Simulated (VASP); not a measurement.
Runs of VASP 6.6.1 on Ti. The structure is that of space group Fm-3m (No. 225), or close to it. The cells are those of the table. This isn't the form of Ti at room conditions, which is hcp.

```tsv
cell	gap on the mesh (eV)	pressure (GPa)
a = 2.890 Å, angles 60.0°, 1 atom	none	1.3
a = 2.812 Å, angles 60.0°, 1 atom	none	12.2
a = 2.852 Å, angles 60.0°, 1 atom	none	6.3
a = 2.871 Å, angles 60.0°, 1 atom	none	(b)
a = 2.927 Å, angles 60.0°, 1 atom	none	-2.8
a = 2.832 Å, angles 60.0°, 1 atom	none	9.1
a = 2.909 Å, angles 60.0°, 1 atom	none	(a)
```

Alike in all rows: task single point; level PBE; potentials or basis VASP PAW PBE potentials, release 64 (Ti_sv); no spin polarisation; k mesh 10 × 10 × 10; cutoff (eV) 500; smearing methfessel-paxton 0.02 eV.

Problem. Estimate the missing entries.

Solution. (a) -0.8; (b) 3.8.

Caveats: the cell stands under pressure (at least some runs).

A gap of «none» marks levels without a gap at the run's occupations.
